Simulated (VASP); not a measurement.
The system is Fe2Ge.

```xyz
6
Lattice="4.1329 0.0000 0.0000 -2.0664 3.5792 0.0000 0.0000 0.0000 5.0088" Properties=species:S:1:pos:R:3 pbc="T T T"
Fe    0.0000    0.0000    0.0000
Fe    0.0000    0.0000    2.5044
Fe    2.0664    1.1931    3.7566
Fe    0.0000    2.3861    1.2522
Ge    2.0664    1.1931    1.2522
Ge    0.0000    2.3861    3.7566
```

```yaml
Program: VASP 6.6.1
Task: relaxation of cell and atoms
Functional: PBEsol
Potentials_or_basis: VASP PAW PBE potentials, release 64 (Fe, Ge_d)
Cutoff: 600 eV
k_mesh: 6 × 6 × 4
Occupations: gaussian, width 0.1 eV
Spin: collinear spin, ferromagnetic start
Starting_moments: "[2.7, 2.7, 1.78, 1.78, 0.0, 0.0] μB"
```

At the start: pressure -7.8 GPa; volume 12.35 Å³/atom.

Question: How do energy, volume and symmetry change on relaxing?

Answer: Over 3 steps the energy falls by 15.9 meV/atom and the volume is 11.70 Å³/atom (-5.2 %); space group P6_3/mmc (No. 194, to 0.1 Å) before and after; moment 7.05 μB per cell.

The path:
```
step  energy change (eV)  largest force (eV/Å)  pressure (GPa)  volume (Å³)
   1              0.0000                0.0000           -7.78        74.09
   2             -0.0545                0.0000            6.35        67.85
   3             -0.0953                0.0000           -0.27        70.23
```

Final structure:
```
CELL_PARAMETERS angstrom
4.05902 0.00000 0.00000
-2.02951 3.51521 0.00000
0.00000 0.00000 4.92197
ATOMIC_POSITIONS crystal
Fe 0.00000 0.00000 0.00000
Fe 0.00000 0.00000 0.50000
Fe 0.66667 0.33333 0.75000
Fe 0.33333 0.66667 0.25000
Ge 0.66667 0.33333 0.25000
Ge 0.33333 0.66667 0.75000
```

Caveat: the PAW data sets were made with another functional, which shifts forces and pressure a little.
